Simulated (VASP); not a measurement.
Input of a VASP 6.6.1 run:

INCAR

```
SYSTEM = CoSi2
PREC = Accurate
ENCUT = 600
EDIFF = 1E-6
ISMEAR = -1
SIGMA = 0.05
LREAL = .FALSE.
LASPH = .TRUE.
NELM = 200
ALGO = Normal
ISIF = 2
LWAVE = .FALSE.
LCHARG = .FALSE.
ISPIN = 2
MAGMOM = 1.5 0 0
LORBIT = 11
NUPDOWN = 1.5
LMAXMIX = 4
GGA = PE
NBANDS = 24
GGA_COMPAT = .FALSE.
```

The input KPOINTS:

```
Automatic mesh
0
G
  7 7 7
  0 0 0
```

File POSCAR:

```
CoSi2
1.0
    0.0000000000      2.6780000000      2.6780000000
    2.6780000000      0.0000000000      2.6780000000
    2.6780000000      2.6780000000      0.0000000000
Co Si
1 2
Direct
    0.0000000000      0.0000000000      0.0000000000
    0.7500000000      0.7500000000      0.7500000000
    0.2500000000      0.2500000000      0.2500000000
```

Potentials or basis: VASP PAW PBE potentials, release 64 (Co_sv, Si).

Run with:

```console
$ cat potpaw_PBE.64/Co_sv/POTCAR potpaw_PBE.64/Si/POTCAR > POTCAR
$ mpirun -np 1 vasp_std > vasp.out
```

**Question.** Estimate the pressure.

**Answer.** 8.9 GPa.

Caveat: the total moment is fixed, so each spin has its own Fermi level.
